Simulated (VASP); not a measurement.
Write the native input for VASP 6.6.1 that does the following.

| Property | Result |
| --- | --- |
| Task | electric field gradients |
| Functional | PBEsol |
| Potentials or basis | VASP PAW PBE potentials, release 64 (Ta_pv, N) |
| Cutoff | 520 eV |
| k mesh | 9 × 9 × 5 |
| Occupations | fermi-dirac, width 0.01 eV |
| Spin | no spin polarisation |
| Dipole correction | no |
| Further INCAR settings | ALGO = Normal; EDIFF = 1e-08; NBANDS = 24 |

The structure of TaN lies in POSCAR:

```
TaN
1.0
    2.9890010687      0.0000000000      0.0000000000
   -1.4945005344      2.5885508575      0.0000000000
    0.0000000000      0.0000000000      4.9400000000
Ta N
2 2
Direct
    0.3333333333      0.6666666667      0.0000000000
    0.6666666667      0.3333333333      0.5000000000
    0.3333333333      0.6666666667      0.3850000000
    0.6666666667      0.3333333333      0.8850000000
```

This cell differs from its parent crystal: equal xx and yy strain of -2 %.

These files were run (other wordings do the same):

INCAR

```
SYSTEM = TaN
  ALGO = Normal
  EDIFF = 1E-8
  ENCUT = 520
  GGA = PS
  GGA_COMPAT = .False.
  ISIF = 2
  ISMEAR = -1
  LASPH = .True.
  LCHARG = .False.
  LEFG = .True.
  LREAL = .False.
  LWAVE = .False.
  NBANDS = 24
  NELM = 120
  PREC = Accurate
  SIGMA = 0.01
```

KPOINTS

```
k-points
0
Gamma
  9 9 5
  0 0 0
```

Potentials or basis: VASP PAW PBE potentials, release 64 (Ta_pv, N).

Run with:

```console
$ cat potpaw_PBE.64/Ta_pv/POTCAR potpaw_PBE.64/N/POTCAR > POTCAR
$ mpirun -np 1 vasp_std > vasp.out
```

It gave:

```json
{"Pressure": "162.2 GPa", "Largest force": "3.552 eV/Å", "Band gap on the k mesh": "zero (band 16 reaches 10.66 eV, above the bottom of band 17 at 8.28 eV)"}
```

Caveat: the cell differs from its parent crystal (equal xx and yy strain of -2 %); without QUAD_EFG the Cq values of the log hold for a quadrupole moment of 1 mb, not for the nuclei; the PAW data sets were made with another functional, which shifts forces and pressure a little; spin-orbit coupling is left out, which moves the levels of the heavy elements.

It took 54 s on 1 thread of Intel Xeon 8259CL, on a shared host, peak memory 0.18 GiB.
